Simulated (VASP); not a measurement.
# WSe2 (P6_3/mmc) in VASP: further runs

Runs on WSe2. Level: LDA. Tasks: vibrations by perturbation theory.

Everything below comes from runs of VASP 6.6.1. Logs are shortened: lines on timing, memory, paths and dates and some standing lists are left out, and cuts for length are marked.

## (1) The cell of the first run

Symmetry: P6_3/mmc, No. 194, hexagonal system. The conventional cell has a = 3.250 Å, b = 3.250 Å, c = 12.822 Å, α = 90.00°, β = 90.00°, γ = 120.00°. W (site symmetry -6m2) has 6 Se at 2.51 Å and 6 W at 3.25 Å within 3.3 Å. Within 3.4 Å of Se (site symmetry 3m) lie 3 W at 2.51 Å and 7 Se at 3.25 to 3.33 Å.

## (2) Vibrations by perturbation theory, LDA

Input file INCAR:

```
PREC = Accurate ; ENCUT = 520
EDIFF = 1E-8 ; ISMEAR = 0
SIGMA = 0.01 ; LREAL = False
LASPH = True ; NELM = 80
ALGO = Normal ; ISIF = 2
LWAVE = False ; LCHARG = True
GGA = CA ; NBANDS = 35
IBRION = 8 ; NSW = 1
```

Input file KPOINTS:

```
regular mesh
0
Gamma
  6 6 2
```

Input file POSCAR:

```
WSe2
1.0
    3.2497691157      0.0000000000      0.0000000000
   -1.6248845578      2.8143826106      0.0000000000
    0.0000000000      0.0000000000     12.8218719395
W Se
2 4
Direct
    0.3333333333      0.6666666667      0.2500000000
    0.6666666667      0.3333333333      0.7500000000
    0.3333333333      0.6666666667      0.6199982483
    0.6666666667      0.3333333333      0.1199982483
    0.3333333333      0.6666666667      0.8800017517
    0.6666666667      0.3333333333      0.3800017517
```

Potentials or basis: VASP PAW LDA potentials, release 64 (W_sv, Se).

Launch:

```console
cat potpaw_LDA.64/W_sv/POTCAR potpaw_LDA.64/Se/POTCAR > POTCAR
mpirun -np 1 vasp_std > vasp.out
```

OUTCAR:

```text
PREC = Accurate
   ENCUT = 520
   EDIFF = 1E-8
   ISMEAR = 0
   LREAL = False
   LASPH = True
   NELM = 80
   ISIF = 2
   GGA = CA
   IBRION = 8
   NSW = 1

 ion  position               nearest neighbor table
   1  0.333  0.667  0.250-   4 2.51   6 2.51   4 2.51   6 2.51   4 2.51   6 2.51
   2  0.667  0.333  0.750-   3 2.51   5 2.51   3 2.51   5 2.51   3 2.51   5 2.51
   3  0.333  0.667  0.620-   2 2.51   2 2.51   2 2.51
   4  0.667  0.333  0.120-   1 2.51   1 2.51   1 2.51
   5  0.333  0.667  0.880-   2 2.51   2 2.51   2 2.51
   6  0.667  0.333  0.380-   1 2.51   1 2.51   1 2.51

  LATTYP: Found a hexagonal cell.
 ALAT       =     3.2497691157
 C/A-ratio  =     3.9454716575

  Lattice vectors:

 A1 = (   3.2497691157,   0.0000000000,   0.0000000000)
 A2 = (  -1.6248845578,   2.8143826106,   0.0000000000)
 A3 = (   0.0000000000,   0.0000000000,  12.8218719395)

Analysis of symmetry for initial positions (statically):
=====================================================================
 Subroutine PRICEL returns:
 Original cell was already a primitive cell.

 Routine SETGRP: Setting up the symmetry group for a
 hexagonal supercell.

 Subroutine GETGRP returns: Found 24 space group operations
 (whereof 12 operations were pure point group operations)
 out of a pool of 24 trial point group operations.

The static configuration has the point symmetry D_3d.
 The point group associated with its full space group is D_6h.

Analysis of symmetry for dynamics (positions and initial velocities):
=====================================================================
 Subroutine PRICEL returns:
 Original cell was already a primitive cell.

 Routine SETGRP: Setting up the symmetry group for a
 hexagonal supercell.

 Subroutine GETGRP returns: Found 24 space group operations
 (whereof 12 operations were pure point group operations)
 out of a pool of 24 trial point group operations.

The dynamic configuration has the point symmetry D_3d.
 The point group associated with its full space group is D_6h.

 Subroutine INISYM returns: Found 24 space group operations
 (whereof 12 operations are pure point group operations),
 and found     1 'primitive' translations

----------------------------------------------------------------------------------------

[... 690 lines left out ...]
  energy-cutoff  :      520.00
  volume of cell :      117.27
      direct lattice vectors                 reciprocal lattice vectors
     3.249769116  0.000000000  0.000000000     0.307714168  0.177658858  0.000000000
    -1.624884558  2.814382611  0.000000000     0.000000000  0.355317716  0.000000000
     0.000000000  0.000000000 12.821871939     0.000000000  0.000000000  0.077991732

 POSITION                                       TOTAL-FORCE (eV/Angst)
 -----------------------------------------------------------------------------------
     -0.00000      1.87626      3.20547         0.000000     -0.000000      0.000000
      1.62488      0.93813      9.61640        -0.000000      0.000000      0.000000
     -0.00000      1.87626      7.94954         0.000000     -0.000000     -0.103161
      1.62488      0.93813      1.53860        -0.000000      0.000000     -0.103161
     -0.00000      1.87626     11.28327         0.000000     -0.000000      0.103161
      1.62488      0.93813      4.87233        -0.000000      0.000000      0.103161
 -----------------------------------------------------------------------------------
    total drift:                               -0.000000      0.000000     -0.000000

  FREE ENERGIE OF THE ION-ELECTRON SYSTEM (eV)
  ---------------------------------------------------
  free  energy   TOTEN  =       -48.4884959578 eV

  energy  without entropy=      -48.4884959578  energy(sigma->0) =      -48.48849596

[... ionic steps 2 to 9 ...]

--------------------------------------- Ionic step       10  -------------------------------------------

------------------------ aborting loop because EDIFF is reached ----------------------------------------

[... ionic steps 11 to 11 ...]

--------------------------------------- Ionic step       12  -------------------------------------------

 Free energy of the ion-electron system (eV)
  ---------------------------------------------------
  ---------------------------------------------------
  free energy    TOTEN  =        -0.12288224 eV

  energy without entropy =       -0.12288224

------------------------ aborting loop because EDIFF is reached ----------------------------------------

 INTERNAL STRAIN TENSOR  FOR ION    3  DIRECTION 3   (eV/Angst):
 -----------------------------------------------------------------------------
    11.37003  0.00000  0.00000
     0.00000 11.37003 -0.00000
     0.00000  0.00000 29.20108

 INTERNAL STRAIN TENSOR FOR ION    6 for displacements in x,y,z  (eV/Angst):
          X           Y           Z          XY          YZ          ZX
  --------------------------------------------------------------------------------
  x     0.00000    -0.00000    -0.00000     3.88666    -0.00000   -13.62760
  y     3.88666    -3.88666     0.00000    -0.00000   -14.55184    -0.00000
  z   -11.37003   -11.37003   -29.20108    -0.00000     0.00000     0.00000

 SECOND DERIVATIVES (NOT SYMMETRIZED)
 ------------------------------------
               1X          1Y          1Z          2X          2Y          2Z          3X          3Y          3Z          4X          4Y          4Z          5X          5Y          5Z          6X          6Y          6Z
  1X   -19.487999   -0.000000    0.000000    0.068968    0.000000    0.000000    0.051020    0.000000    0.000000    9.658496    0.000000    0.000000    0.051020    0.000000   -0.000000    9.658496    0.000000    0.000000
  1Y    -0.000000  -19.487999    0.000000    0.000000    0.068968    0.000000    0.000000    0.051020   -0.000000    0.000000    9.658496   -0.000000    0.000000    0.051020    0.000000    0.000000    9.658496    0.000000
  1Z    -0.000000    0.000000  -30.070126    0.000000    0.000000    0.234098    0.000000   -0.000000   -0.053957    0.000000    0.000000   14.971970   -0.000000    0.000000   -0.053957   -0.000000   -0.000000   14.971970
  2X     0.068968    0.000000    0.000000  -19.487999   -0.000000    0.000000    9.658496    0.000000    0.000000    0.051020    0.000000   -0.000000    9.658496    0.000000    0.000000    0.051020    0.000000    0.000000
  2Y     0.000000    0.068968    0.000000   -0.000000  -19.487999    0.000000    0.000000    9.658496    0.000000    0.000000    0.051020    0.000000    0.000000    9.658496   -0.000000    0.000000    0.051020   -0.000000
  2Z     0.000000    0.000000    0.234098   -0.000000    0.000000  -30.070126   -0.000000   -0.000000   14.971970   -0.000000    0.000000   -0.053957    0.000000    0.000000   14.971970    0.000000   -0.000000   -0.053957
  3X     0.057481    0.000000   -0.000000    9.647552    0.000000   -0.000000   -9.410526   -0.000000    0.000000   -0.024449   -0.000000    0.000000   -0.347525   -0.000000   -0.000000    0.077467    0.000000   -0.000000
  3Y     0.000000    0.057481   -0.000000    0.000000    9.647552    0.000000   -0.000000   -9.410526    0.000000   -0.000000   -0.024449    0.000000   -0.000000   -0.347525    0.000000    0.000000    0.077467    0.000000
  3Z     0.000000    0.000000    0.021701    0.000000    0.000000   14.903112   -0.000000    0.000000  -16.969194   -0.000000    0.000000    0.095989    0.000000   -0.000000    1.697024   -0.000000   -0.000000    0.251369
  4X     9.647552    0.000000    0.000000    0.057481    0.000000   -0.000000   -0.024449   -0.000000    0.000000   -9.410526   -0.000000    0.000000    0.077467    0.000000   -0.000000   -0.347525   -0.000000    0.000000
  4Y     0.000000    9.647552   -0.000000    0.000000    0.057481    0.000000   -0.000000   -0.024449    0.000000   -0.000000   -9.410526    0.000000    0.000000    0.077467   -0.000000   -0.000000   -0.347525   -0.000000
  4Z     0.000000   -0.000000   14.903112   -0.000000    0.000000    0.021701    0.000000    0.000000    0.095989    0.000000    0.000000  -16.969194    0.000000    0.000000    0.251369   -0.000000    0.000000    1.697024
  5X     0.057481    0.000000   -0.000000    9.647552    0.000000    0.000000   -0.347525   -0.000000    0.000000    0.077467    0.000000   -0.000000   -9.410526   -0.000000    0.000000   -0.024449   -0.000000    0.000000
  5Y     0.000000    0.057481    0.000000    0.000000    9.647552   -0.000000   -0.000000   -0.347525   -0.000000    0.000000    0.077467   -0.000000   -0.000000   -9.410526    0.000000   -0.000000   -0.024449    0.000000
  5Z    -0.000000    0.000000    0.021701    0.000000   -0.000000   14.903112   -0.000000    0.000000    1.697024    0.000000    0.000000    0.251369    0.000000    0.000000  -16.969194    0.000000    0.000000    0.095989
  6X     9.647552    0.000000   -0.000000    0.057481    0.000000   -0.000000    0.077467    0.000000   -0.000000   -0.347525   -0.000000   -0.000000   -0.024449   -0.000000    0.000000   -9.410526   -0.000000    0.000000
  6Y     0.000000    9.647552    0.000000    0.000000    0.057481   -0.000000    0.000000    0.077467    0.000000   -0.000000   -0.347525    0.000000   -0.000000   -0.024449    0.000000   -0.000000   -9.410526    0.000000
  6Z     0.000000    0.000000   14.903112    0.000000    0.000000    0.021701   -0.000000   -0.000000    0.251369    0.000000   -0.000000    1.697024   -0.000000    0.000000    0.095989   -0.000000    0.000000  -16.969194

 Eigenvectors and eigenvalues of the dynamical matrix
 ----------------------------------------------------

   1 f  =    9.348883 THz    58.740766 2PiTHz  311.845180 cm-1    38.663857 meV
             X         Y         Z           dx          dy          dz
     -0.000000  1.876255  3.205468    -0.000000    0.000000   -0.476038
      1.624885  0.938128  9.616404    -0.000000    0.000000    0.476038
     -0.000000  1.876255  7.949538     0.000000   -0.000000   -0.369721
      1.624885  0.938128  1.538602     0.000000   -0.000000    0.369721
     -0.000000  1.876255 11.283270     0.000000   -0.000000   -0.369721
      1.624885  0.938128  4.872334     0.000000   -0.000000    0.369721
[... 145 lines left out ...]
  18 f/i=    0.001052 THz     0.006612 2PiTHz    0.035104 cm-1     0.004352 meV
             X         Y         Z           dx          dy          dz
     -0.000000  1.876255  3.205468     0.000000    0.000000    0.518675
      1.624885  0.938128  9.616404     0.000000    0.000000    0.518675
     -0.000000  1.876255  7.949538     0.000000    0.000000    0.339835
      1.624885  0.938128  1.538602     0.000000    0.000000    0.339835
     -0.000000  1.876255 11.283270     0.000000    0.000000    0.339835
      1.624885  0.938128  4.872334     0.000000    0.000000    0.339835

--------------------------------------------------------------------------------------------------------

 ELASTIC MODULI CONTR FROM IONIC RELAXATION (kBar)
 Direction    XX          YY          ZZ          XY          YZ          ZX
 --------------------------------------------------------------------------------
 XX        -466.9079   -283.8161   -964.0235     -0.0000     -0.0000      0.0000
 YY        -283.8161   -466.9079   -964.0235     -0.0000      0.0000     -0.0000
 ZZ        -964.0235   -964.0235  -2475.8535     -0.0000      0.0000      0.0000
 XY          -0.0000     -0.0000     -0.0000    -91.5459      0.0000      0.0000
 YZ          -0.0000      0.0000      0.0000      0.0000  -1262.6719     -0.0000
 ZX           0.0000      0.0000      0.0000      0.0000     -0.0000  -1107.3719
 --------------------------------------------------------------------------------
```

It took 13 min on 1 thread of Intel Xeon Platinum 8124M at 3.00GHz (Skylake/Cascade Lake), shared host; peak memory 0.46 GiB.

What came out:

```
Highest phonon frequency at Γ, LO-TO splitting left out : 312 cm⁻¹
```

Phonon frequencies in cm⁻¹ (negative: imaginary):
```csv
q point,frequencies
"(0.000, 0.000, 0.000)",0 0 0 25 25 37 176 176 178 178 249 249 249 249 252 255 309 312
```

Caveat: the k points lie up to 0.37 Å⁻¹ apart; spin-orbit coupling is left out, which moves the levels of the heavy elements.

(Continued in part 2 of 2.)
